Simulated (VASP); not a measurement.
Set up this calculation in VASP 6.6.1, as the native input.

```yaml
Task: single point
Functional: LDA
Potentials_or_basis: VASP PAW LDA potentials, release 64 (Hf_pv)
Cutoff: 520 eV
k_mesh: 18 × 18 × 18
Occupations: gaussian, width 0.15 eV
Spin: no spin polarisation
Dipole_correction: no
Further_INCAR_settings: ALGO = Fast; EDIFF = 1e-06; NBANDS = 11
```

The structure of Hf lies in POSCAR:

```
Hf
1.0
    0.0000000000      2.2634364461      2.0709473406
    2.2054499206      0.0000000000      2.0709473406
    2.2054499206      2.2634364461      0.0000000000
Hf
1
Direct
    0.0000000000      0.0000000000      0.0000000000
```

This cell differs from its parent crystal: strain +e along x and -e along y -0.0133, strain +e along z and -e/2 along x and y -0.0500.

The input as run:

INCAR

```
SYSTEM = Hf
PREC = Accurate ; ENCUT = 520
EDIFF = 1E-6 ; ISMEAR = 0
SIGMA = 0.15 ; LREAL = .False.
LASPH = .True. ; NELM = 60
ALGO = Fast ; ISIF = 2
LWAVE = .False. ; LCHARG = .False.
GGA = CA ; NBANDS = 11
```

KPOINTS

```
regular mesh
0
Gamma
  18 18 18
  0 0 0
```

Potentials or basis: VASP PAW LDA potentials, release 64 (Hf_pv).

The run is started by

```console
$ cat potpaw_LDA.64/Hf_pv/POTCAR > POTCAR
$ mpirun -np 1 vasp_std > vasp.out
```

Results of the run:

```
Pressure               : 0.3 GPa
Band gap on the k mesh : zero (bands 5 and 6 overlap by 1.95 eV)
```

Caveat: the cell differs from its parent crystal (strain +e along x and -e along y -0.0133, strain +e along z and -e/2 along x and y -0.0500); spin-orbit coupling is left out, which moves the levels of the heavy elements.

It took 2.3 min on 1 thread of Intel Xeon 8259CL, on a shared host, peak memory 0.26 GiB.
